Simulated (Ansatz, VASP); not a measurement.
**HfN in VASP and in Ansatz**

The input INCAR:

```
SYSTEM = HfN
PREC = Accurate
ENCUT = 520
EDIFF = 1E-6
ISMEAR = 0
SIGMA = 0.15
LREAL = .False.
LASPH = .True.
NELM = 60
ALGO = Normal
ISIF = 2
LWAVE = .False.
LCHARG = .True.
GGA = PE
LELF = .True.
LVHAR = .True.
NBANDS = 14
```

Contents of KPOINTS:

```
regular mesh
0
Gamma
  22 22 22
  0 0 0
```

The input POSCAR:

```
HfN
1.0
    0.0000000000      2.1602017307      2.2738965586
    2.1602017307      0.0000000000      2.2738965586
    2.1602017307      2.1602017307      0.0000000000
Hf N
1 1
Direct
    0.0000000000      0.0000000000      0.0000000000
    0.5000000000      0.5000000000      0.5000000000
```

Input for Ansatz:

```yaml
crystal:
  lattice:
    - [0.0, 2.1602017307, 2.2738965586]
    - [2.1602017307, 0.0, 2.2738965586]
    - [2.1602017307, 2.1602017307, 0.0]
  atoms:
    - { symbol: Hf, position: [0.0, 0.0, 0.0] }
    - { symbol: "N", position: [0.5, 0.5, 0.5] }
basis:
  ecutwfc: 420
kpoints:
  mp_grid: { grid: [22, 22, 22] }
hamiltonian:
  xc: pbe
scf:
  occupations: { method: gaussian, width: 0.15 }
output:
  forces: true
  stress: true
  eigenvalues: true
```

Change from the starting cell: strain -0.050 along x and y, +0.000 along z, atoms carried along.

Alike in both runs: task single point; functional PBE; k mesh 22 × 22 × 22; occupations gaussian, width 0.15 eV; no spin polarisation.

|  | VASP | Ansatz |
| --- | --- | --- |
| version | VASP 6.6.1 | Ansatz 0.2.0 |
| potentials or method | VASP PAW PBE potentials, release 64 (Hf_pv, N), cutoff 520 eV | scalar-relativistic, plane waves, PAW |
| valence electrons in the cell | 15 | 31 |

```tsv
	VASP	Ansatz	Ansatz less VASP
gap on the k mesh at the Fermi level (eV)	none	none	-
pressure (GPa)	33.1	35.6	+2.50
traceless stress, the component that is largest in VASP (GPa)	-23.67	-23.75	-0.082
```

A gap of «none» marks a metal or a gap that the smearing closes. Both programs put the cell under a high pressure, so it lies far from rest at this level. With one functional, cell and mesh, what is left measures potentials, basis and numerics. VASP's potentials hold 15 valence electrons a cell and Ansatz's 31, so a difference there can come from the potentials and not from the codes.

Neither program's run includes spin-orbit coupling.
